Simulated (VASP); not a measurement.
Input of a VASP 6.6.1 run:

INCAR

```
SYSTEM = TaN
PREC = Accurate
ENCUT = 520
EDIFF = 1E-6
ISMEAR = -1
SIGMA = 0.01
LREAL = .False.
LASPH = .True.
NELM = 60
ALGO = Normal
ISIF = 2
LWAVE = .False.
LCHARG = .False.
GGA = PS
NBANDS = 24
```

KPOINTS

```
regular mesh
0
Gamma
  11 11 6
  0 0 0
```

POSCAR

```
TaN
1.0
    3.0480019786      0.0152400099      0.0152400099
   -1.5108027536      2.6320271392      0.0055782308
    0.0245900000      0.0245900000      4.9180000000
Ta N
2 2
Direct
    0.0000000000      0.0000000000      0.0000000000
    0.0000000000      0.0000000000      0.5000000000
    0.3333333333      0.6666666667      0.2500000000
    0.6666666667      0.3333333333      0.7500000000
```

Potentials or basis: VASP PAW PBE potentials, release 64 (Ta_pv, N).

Launch:

```sh
$ cat potpaw_PBE.64/Ta_pv/POTCAR potpaw_PBE.64/N/POTCAR > POTCAR
$ mpirun -np 1 vasp_std > vasp.out
```

Task: Estimate the band gap on the k mesh.

Result: Zero (bands 16 and 17 overlap by 2.62 eV).

Task: Predict the pressure.

Result: 50.1 GPa.

Task: Estimate the largest force.

Result: 0.175 eV/Å.

Forces in eV/Å, atoms in the order of the input:
```
Ta   0.000  0.000  0.000
Ta   0.000  0.000  0.000
N    0.175 -0.003 -0.007
N   -0.175  0.003  0.007
```

Caveat: the cell differs from its parent crystal (equal xy, yz and zx shear strains of +1 %); the cell stands under pressure; the PAW data sets were made with another functional, which shifts forces and pressure a little; spin-orbit coupling is left out, which moves the levels of the heavy elements.
